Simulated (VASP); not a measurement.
# SiC (P6_3mc) in VASP: notebook, part 2 of 2

VASP 6.6.1. Earlier steps stand in the parts before.

## Step 3: Single point, r2SCAN

This run uses another cell than the first one, of 10.50 Å³/atom, 1.015 times its volume.

POSCAR reads:

```
SiC
1.0
    3.0917665516      0.0000000000      0.0000000000
   -1.5458832758      2.6775483763      0.0000000000
    0.0000000000      0.0000000000      5.0740210439
Si C
2 2
Direct
    0.3333333333      0.6666666667      0.0045635120
    0.6666666667      0.3333333333      0.5045635120
    0.3333333333      0.6666666667      0.3804364880
    0.6666666667      0.3333333333      0.8804364880
```

INCAR.step1 reads:

```
SYSTEM = SiC
ALGO     = Normal         ! electronic algorithm
EDIFF    = 1E-4           ! SCF threshold, eV
ENCUT    = 520            ! plane-wave cutoff, eV
GGA      = PE             ! functional
ISMEAR   = 0              ! smearing method
LASPH    = .TRUE.         ! aspherical terms in the spheres
LCHARG   = .FALSE.        ! write CHGCAR
LREAL    = .FALSE.        ! projectors in reciprocal space
LWAVE    = .TRUE.         ! write WAVECAR
NBANDS   = 16             ! bands
NELM     = 80             ! most SCF steps
PREC     = Accurate       ! precision mode
SIGMA    = 0.02           ! smearing width, eV
```

INCAR.step2 reads:

```
SYSTEM = SiC
ALGO     = Normal         ! electronic algorithm
EDIFF    = 1E-7           ! SCF threshold, eV
ENCUT    = 520            ! plane-wave cutoff, eV
ISIF     = 2              ! what is computed and relaxed
ISMEAR   = 0              ! smearing method
ISTART   = 1            
LASPH    = .TRUE.         ! aspherical terms in the spheres
LCHARG   = .FALSE.        ! write CHGCAR
LMIXTAU  = .TRUE.       
LREAL    = .FALSE.        ! projectors in reciprocal space
LWAVE    = .FALSE.        ! write WAVECAR
METAGGA  = R2SCAN         ! meta-GGA
NBANDS   = 16             ! bands
NELM     = 80             ! most SCF steps
PREC     = Accurate       ! precision mode
SIGMA    = 0.02           ! smearing width, eV
```

KPOINTS reads:

```
k-points
0
G
  12 12 6
  0 0 0
```

Potentials or basis: VASP PAW PBE potentials, release 64 (Si, C).

Run with:

```console
$ cat potpaw_PBE.64/Si/POTCAR potpaw_PBE.64/C/POTCAR > POTCAR
$ cp INCAR.step1 INCAR
$ mpirun -np 1 vasp_std > vasp.out
$ cp INCAR.step2 INCAR
$ mpirun -np 1 vasp_std > vasp.out
```

OUTCAR:

```text
SYSTEM = SiC
   EDIFF = 1E-7
   ENCUT = 520
   ISIF = 2
   ISMEAR = 0
   ISTART = 1
   LASPH = .TRUE.
   LREAL = .FALSE.
   METAGGA = R2SCAN
   NELM = 80
   PREC = Accurate

 ion  position               nearest neighbor table
   1  0.333  0.667  0.005-   4 1.89   4 1.89   4 1.89   3 1.91   2 3.10   2 3.10   2 3.10   2 3.10
                             2 3.10   2 3.10
   2  0.667  0.333  0.505-   3 1.89   3 1.89   3 1.89   4 1.91   1 3.10   1 3.10   1 3.10   1 3.10
                             1 3.10   1 3.10
   3  0.333  0.667  0.380-   2 1.89   2 1.89   2 1.89   1 1.91
   4  0.667  0.333  0.880-   1 1.89   1 1.89   1 1.89   2 1.91

  LATTYP: Found a hexagonal cell.
 ALAT       =     3.0917665516
 C/A-ratio  =     1.6411397689

  Lattice vectors:

 A1 = (   3.0917665516,   0.0000000000,   0.0000000000)
 A2 = (  -1.5458832758,   2.6775483763,   0.0000000000)
 A3 = (   0.0000000000,   0.0000000000,   5.0740210439)

Analysis of symmetry for initial positions (statically):
=====================================================================
 Subroutine PRICEL returns:
 Original cell was already a primitive cell.

 Routine SETGRP: Setting up the symmetry group for a
 hexagonal supercell.

 Subroutine GETGRP returns: Found 12 space group operations
 (whereof  6 operations were pure point group operations)
 out of a pool of 24 trial point group operations.

The static configuration has the point symmetry C_3v.
 The point group associated with its full space group is C_6v.

Analysis of symmetry for dynamics (positions and initial velocities):
=====================================================================
 Subroutine PRICEL returns:
 Original cell was already a primitive cell.

 Routine SETGRP: Setting up the symmetry group for a
 hexagonal supercell.

 Subroutine GETGRP returns: Found 12 space group operations
 (whereof  6 operations were pure point group operations)
 out of a pool of 24 trial point group operations.

The dynamic configuration has the point symmetry C_3v.
[... 127 lines left out ...]
  Thomas-Fermi vector in A             =   2.322890
   LORBIT       =      0    0 simple, 1 ext, 2 COOP (PROOUT), +10 PAW based schemes
   METAGGA = R2SCAN    functional components
   LHFCALC =     F    Hartree Fock is set to
   AEXX    =    0.0000 exact exchange contribution
   IVDW    =     0    specifies the selected vdW correction
   LEPSILON=     F    determine dielectric tensor
   LRPA    =     F    only Hartree local field effects (RPA)
 non-spin polarized calculation
 Gauss-broadening in eV      SIGMA  =   0.02
  energy-cutoff  :      520.00
  volume of cell :       42.00
 maximum number of plane-waves:      1170
 NGX is ok and might be reduce to    24
   NGX = 11   NGY = 11   NGZ = 19

 number of electron      16.0000000 magnetization

 Free energy of the ion-electron system (eV)
  ---------------------------------------------------
  ext. energy  EPLUGINS =         0.00000000
  ---------------------------------------------------
  free energy    TOTEN  =       -38.63017802 eV

  energy without entropy =      -38.63017802  energy(sigma->0) =      -38.63017802

 E-fermi :   8.1136     XC(G=0): -11.8586

 val. band max:        7.9673031361   @ k =   0.0000   0.0000   0.0000
 cond. band min:      10.6519478474   @ k =   0.3333   0.3333   0.0000
 fundamental gap:      2.6846447113
 Fermi energy:         8.1136073746

 k-point     1 :       0.0000    0.0000    0.0000
  band No.  band energies     occupation
      1      -8.2590      2.00000
      2      -4.6890      2.00000
      3      -0.9322      2.00000
      4       6.5886      2.00000
      5       6.5886      2.00000
      6       7.8587      2.00000
[... 433 lines left out ...]
      3       0.4186      2.00000
      4       2.2018      2.00000
      5       3.0057      2.00000
      6       5.0106      2.00000
[... 8 lines left out ...]
     15      20.0116      0.00000
     16      20.7577      0.00000

 [... further k-points ...]

------------------------ aborting loop because EDIFF is reached ----------------------------------------

  FORCE on cell =-STRESS in cart. coord.  units (eV):
  Direction    XX          YY          ZZ          XY          YZ          ZX
  --------------------------------------------------------------------------------------
  -------------------------------------------------------------------------------------
  Total       -0.9766375     -0.9766375     -0.9201913      0.0000000      0.0000000      0.0000000
  in kB      -37.2518385    -37.2518385    -35.0988127      0.0000000      0.0000000      0.0000000
  external PRESSURE =     -36.5341632 kB  Pullay stress =       0.0000000 kB

 VOLUME and BASIS-vectors are now :
 -----------------------------------------------------------------------------
  energy-cutoff  :      520.00
  volume of cell :       42.00
      direct lattice vectors                 reciprocal lattice vectors
     3.091766552  0.000000000  0.000000000     0.323439685  0.186737989  0.000000000
    -1.545883276  2.677548376  0.000000000     0.000000000  0.373475979  0.000000000
     0.000000000  0.000000000  5.074021044     0.000000000  0.000000000  0.197082352

 POSITION                                       TOTAL-FORCE (eV/Angst)
 -----------------------------------------------------------------------------------
     -0.00000      1.78503      0.02316         0.000000     -0.000000      0.001848
      1.54588      0.89252      2.56017        -0.000000     -0.000000      0.001848
     -0.00000      1.78503      1.93034         0.000000     -0.000000     -0.001848
      1.54588      0.89252      4.46735        -0.000000      0.000000     -0.001848
 -----------------------------------------------------------------------------------
    total drift:                               -0.000000     -0.000000      0.000071

  FREE ENERGIE OF THE ION-ELECTRON SYSTEM (eV)
  ---------------------------------------------------
  free  energy   TOTEN  =       -38.6301780186 eV

  energy  without entropy=      -38.6301780186  energy(sigma->0) =      -38.63017802
```

OUTCAR.step1:

```text
SYSTEM = SiC
   EDIFF = 1E-4
   ENCUT = 520
   GGA = PE
   ISMEAR = 0
   LASPH = .TRUE.
   LREAL = .FALSE.
   NELM = 80
[... 688 lines left out ...]
      1.54588      0.89252      2.56017        -0.000000      0.000000      0.003231
     -0.00000      1.78503      1.93034        -0.000000      0.000000     -0.003231
      1.54588      0.89252      4.46735         0.000000     -0.000000     -0.003231
 -----------------------------------------------------------------------------------
    total drift:                               -0.000000      0.000000      0.000117

  FREE ENERGIE OF THE ION-ELECTRON SYSTEM (eV)
  ---------------------------------------------------
  free  energy   TOTEN  =       -30.1102601072 eV

  energy  without entropy=      -30.1102601072  energy(sigma->0) =      -30.11026011
```

Run time: 93 s. Hardware: 1 thread of Intel Xeon 6975P-C (Granite Rapids), shared host; peak memory 0.18 GiB.

What came out:

- Free energy: -38.6302 eV
- Pressure: -3.7 GPa
- Band gap on the k mesh: 2.68 eV, indirect (least direct gap 4.45 eV)

Levels at points of the mesh, in eV from the valence-band top:
```
           k point  band 5  band 6  band 7  band 8  band 9  band 10  band 11  band 12
(0.00, 0.00, 0.00)   -1.38   -0.11    0.00    0.00    5.23     6.60     7.09     7.09
(0.50, 0.00, 0.00)   -5.56   -3.45   -3.32   -1.25    3.19     4.65     7.34     7.58
(0.00, 0.00, 0.50)   -0.75   -0.75   -0.75   -0.75    6.35     6.35     7.80     7.80
(0.50, 0.00, 0.50)   -2.54   -2.54   -2.42   -2.42    3.69     3.69     5.72     5.72
```

Caveat: the PAW data sets were made with another functional, which shifts forces and pressure a little. r2SCAN opens gaps a little over a GGA but as a rule still falls short of measured ones.

## Step 4: Single point, r2SCAN

This run uses another cell than the first one, of 10.50 Å³/atom, 1.015 times its volume.

POSCAR is that of step 3.

INCAR.step1 reads:

```
  PREC = Accurate
  ENCUT = 520
  ISMEAR = 0
  SIGMA = 0.02
  LREAL = False
  LASPH = True
  NELM = 80
  NBANDS = 16
  GGA = PE
  ALGO = Normal
  EDIFF = 1E-4
  LWAVE = True
  LCHARG = False
```

INCAR.step2 reads:

```
  PREC = Accurate
  ENCUT = 520
  EDIFF = 1E-6
  ISMEAR = 0
  SIGMA = 0.02
  LREAL = False
  LASPH = True
  NELM = 80
  ALGO = Normal
  ISIF = 2
  LWAVE = False
  LCHARG = False
  METAGGA = R2SCAN
  LMIXTAU = True
  NBANDS = 16
  ISTART = 1
```

KPOINTS reads:

```
regular mesh
0
Gamma
  12 12 6
```

Run with:

```console
$ cat potpaw_PBE.64/Si/POTCAR potpaw_PBE.64/C/POTCAR > POTCAR
$ cp INCAR.step1 INCAR
$ mpirun -np 1 vasp_std > vasp.out
$ cp INCAR.step2 INCAR
$ mpirun -np 1 vasp_std > vasp.out
```

It took 60 s on 1 thread of Intel Xeon 6975P-C (Granite Rapids), shared host; peak memory 0.18 GiB.

It converged, with:

- Free energy: -38.6302 eV
- Pressure: -3.6 GPa
- Band gap on the k mesh: 2.68 eV, indirect (least direct gap 4.45 eV)

Stress tensor (GPa, compression positive):
```
-3.72  0.00  0.00
 0.00 -3.72  0.00
 0.00  0.00 -3.51
```

Levels at points of the mesh, in eV from the valence-band top:
```csv
k point,band 6,band 7,band 8,band 9,band 10,band 11
"(0.00, 0.00, 0.00)",-0.11,0.00,0.00,5.23,6.60,7.09
"(0.50, 0.00, 0.00)",-3.45,-3.32,-1.25,3.19,4.65,7.34
"(0.00, 0.00, 0.50)",-0.75,-0.75,-0.75,6.35,6.35,7.80
"(0.50, 0.00, 0.50)",-2.54,-2.42,-2.42,3.69,3.69,5.72
```

Caveat: the PAW data sets were made with another functional, which shifts forces and pressure a little. r2SCAN opens gaps a little over a GGA but as a rule still falls short of measured ones.
